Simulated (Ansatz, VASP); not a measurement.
## One calculation of Cd, two programs

```
Cd
1.0
     2.97887    0.00000    0.00000
    -1.48944    2.57978    0.00000
     0.00000    0.00000    5.61765
Cd
2
Direct
  0.33333 0.66667 0.25000
  0.66667 0.33333 0.75000
```

Alike in both runs: functional PBE; k mesh 13 × 13 × 6; occupations fermi-dirac, width 0.05 eV; no spin polarisation.

Ansatz relaxed the structure, and its values are those at the end. VASP's run is a single point on that final structure, the one shown.

```csv
,VASP,Ansatz
version,VASP 6.6.1,Ansatz 0.2.0
potentials or method,"VASP PAW PBE potentials, release 64 (Cd)","plane-wave PAW, scalar-relativistic"
plane-wave cutoff (eV),520,420
valence electrons in the cell,24,40
```

|  | VASP | Ansatz | Ansatz less VASP |
| --- | --- | --- | --- |
| pressure (GPa) | 3.1 | 2.8 | -0.34 |

VASP's potentials hold 24 valence electrons a cell and Ansatz's 40, so a difference there can come from the potentials and not from the codes. Ansatz's warnings: stress scf threshold loose.
